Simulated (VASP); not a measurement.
Set up this calculation in VASP 6.6.1, as the native input.

| Property | Result |
| --- | --- |
| Task | single point |
| Functional | PBE |
| Potentials or basis | VASP PAW PBE potentials, release 64 (O) |
| Cutoff | 520 eV |
| k mesh | 19 × 19 × 19 |
| Occupations | fermi-dirac, width 0.08 eV |
| Spin | no spin polarisation |
| Dipole correction | no |
| Further INCAR settings | ALGO = Normal; EDIFF = 1e-07; NBANDS = 9 |

The structure of O lies in POSCAR:

```
O
1.0
   -1.0979844911      1.0979844911      1.0979844911
    1.0979844911     -1.0979844911      1.0979844911
    1.0979844911      1.0979844911     -1.0979844911
O
1
Direct
    0.0000000000      0.0000000000      0.0000000000
```

This cell differs from its parent crystal: volume scaled by 0.68.

These files were run (other wordings do the same):

INCAR

```
ALGO     = Normal         # electronic algorithm
EDIFF    = 1E-7           # SCF threshold, eV
ENCUT    = 520            # plane-wave cutoff, eV
GGA      = PE             # functional
ISIF     = 2              # what is computed and relaxed
ISMEAR   = -1             # smearing method
LASPH    = True           # aspherical terms in the spheres
LCHARG   = False          # write CHGCAR
LREAL    = False          # projectors in reciprocal space
LWAVE    = False          # write WAVECAR
NBANDS   = 9              # bands
NELM     = 100            # most SCF steps
PREC     = Accurate       # precision mode
SIGMA    = 0.08           # smearing width, eV
```

KPOINTS

```
k-points
0
Gamma
  19 19 19
```

Potentials or basis: VASP PAW PBE potentials, release 64 (O).

The run is started by

```console
$ cat potpaw_PBE.64/O/POTCAR > POTCAR
$ mpirun -np 1 vasp_std > vasp.out
```

It gave:

```
Pressure               : 140.3 GPa
Band gap on the k mesh : zero (band 3 reaches 11.41 eV, above the bottom of band 4 at 3.35 eV)
```

Wall time 5.1 s on 1 thread of Intel(R) Xeon(R) 6975P-C (Granite Rapids) (shared host), peak memory 0.11 GiB.
